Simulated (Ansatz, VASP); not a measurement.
## Te in VASP and in Ansatz

POSCAR

```
Te
1.0
    2.2747396529      1.3133215509      1.6681001767
   -2.2747396529      1.3133215509      1.6681001767
    0.0000000000     -2.6266431019      1.6681001767
Te
1
Direct
    0.5000000000      0.5000000000      0.5000000000
```

Contents of INCAR.step1:

```
ALGO = Normal ; EDIFF = 1E-4
ENCUT = 520 ; GGA = PE
ISMEAR = -1 ; LASPH = True
LCHARG = False ; LREAL = False
LWAVE = True ; NBANDS = 9
NELM = 100 ; PREC = Accurate
SIGMA = 0.05
```

The input INCAR.step2:

```
ALGO = Normal ; EDIFF = 1E-7
ENCUT = 520 ; ISIF = 2
ISMEAR = -1 ; ISTART = 1
LASPH = True ; LCHARG = True
LELF = True ; LMIXTAU = True
LREAL = False ; LVHAR = True
LWAVE = False ; METAGGA = R2SCAN
NBANDS = 9 ; NELM = 100
PREC = Accurate ; SIGMA = 0.05
```

File KPOINTS:

```
k-points
0
Gamma
  9 9 9
```

Contents of input.yaml:

```yaml
crystal:
  lattice:
    - [2.2747396529, 1.3133215509, 1.6681001767]
    - [-2.2747396529, 1.3133215509, 1.6681001767]
    - [0.0, -2.6266431019, 1.6681001767]
  atoms:
    - { symbol: Te, position: [0.5, 0.5, 0.5] }
hamiltonian:
  xc: r2scan
  pseudopotentials: { kind: paw }
kpoints:
  mp_grid: { grid: [9, 9, 9] }
scf:
  occupations: { method: fermi_dirac, width: 0.05 }
output:
  forces: true
  stress: true
  eigenvalues: true
```

Alike in both runs: task single point; functional r2SCAN; k mesh 9 × 9 × 9; occupations fermi-dirac, width 0.05 eV; no spin polarisation.

|  | VASP | Ansatz |
| --- | --- | --- |
| version | VASP 6.6.1 | Ansatz 0.2.0 |
| potentials or method | VASP PAW PBE potentials, release 64 (Te) | Ansatz PAW |
| plane-wave cutoff (eV) | 520 | 500 |
| valence electrons in the cell | 6 | 16 |

|  | VASP | Ansatz | Ansatz less VASP |
| --- | --- | --- | --- |
| gap on the k mesh at the Fermi level (eV) | none | none | - |
| pressure (GPa) | 4.9 | 4.9 | +0.02 |
| traceless stress, the component that is largest in VASP (GPa) | -0.44 | -0.44 | 0.000 |

VASP's potentials were made for PBE, not for r2SCAN. A gap of «none» marks a metal or a gap that the smearing closes. VASP's potentials hold 6 valence electrons a cell and Ansatz's 16, so a difference there can come from the potentials and not from the codes.

Neither program's run includes spin-orbit coupling.
